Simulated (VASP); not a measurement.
## Ga: single point with PBE

Crystal: Ga.

```
CELL_PARAMETERS angstrom
-1.39220 1.39220 2.21027
1.39220 -1.39220 2.21027
1.39220 1.39220 -2.21027
ATOMIC_POSITIONS crystal
Ga 0.00000 0.00000 0.00000
```

```
Program                : VASP 6.6.1
Task                   : single point
Functional             : PBE
Potentials or basis    : VASP PAW PBE potentials, release 64 (Ga_d)
Cutoff                 : 520 eV
k mesh                 : 14 × 14 × 16
Occupations            : fermi-dirac, width 0.05 eV
Spin                   : no spin polarisation
Dipole correction      : no
Further INCAR settings : ALGO = Normal; EDIFF = 1e-07; NBANDS = 12; ISYM = 0
```

| Property | Result |
| --- | --- |
| Pressure | 6.3 GPa |
| Band gap on the k mesh | zero (an odd number of electrons rules out a gap without spin polarisation) |

Stress tensor (GPa, compression positive):
```
6.52 0.04 0.10
0.04 6.52 0.10
0.10 0.10 5.77
```

Levels at points of the mesh, in eV from the Fermi level:
| k point | band 3 | band 4 | band 5 | band 6 | band 7 | band 8 | band 9 | band 10 |
| --- | --- | --- | --- | --- | --- | --- | --- | --- |
| (0.00, 0.00, 0.00) | -15.00 | -14.97 | -14.82 | -11.85 | 13.29 | 13.29 | 13.36 | 16.53 |
| (0.50, 0.00, 0.00) | -14.98 | -14.79 | -14.74 | -5.02 | -4.46 | 8.91 | 12.16 | 13.01 |
| (0.00, 0.50, 0.00) | -14.98 | -14.79 | -14.74 | -5.02 | -4.46 | 8.91 | 12.16 | 13.01 |
| (0.50, 0.50, 0.00) | -14.79 | -14.78 | -14.67 | -2.38 | -1.29 | 4.18 | 5.10 | 8.27 |
| (0.00, 0.00, 0.50) | -14.78 | -14.78 | -14.67 | -2.38 | -1.29 | 4.18 | 5.10 | 8.27 |
| (0.50, 0.00, 0.50) | -14.98 | -14.79 | -14.74 | -5.02 | -4.46 | 8.91 | 12.16 | 13.01 |
| (0.00, 0.50, 0.50) | -14.98 | -14.79 | -14.74 | -5.02 | -4.46 | 8.91 | 12.16 | 13.01 |
| (0.50, 0.50, 0.50) | -14.75 | -14.75 | -14.75 | -3.86 | -3.84 | 6.64 | 6.64 | 9.87 |

It took 80 s on 1 thread of Intel(R) Xeon(R) 6975P-C (Granite Rapids), with other jobs on the host, peak memory 0.4 GiB.

Caveat: the cell stands under pressure.
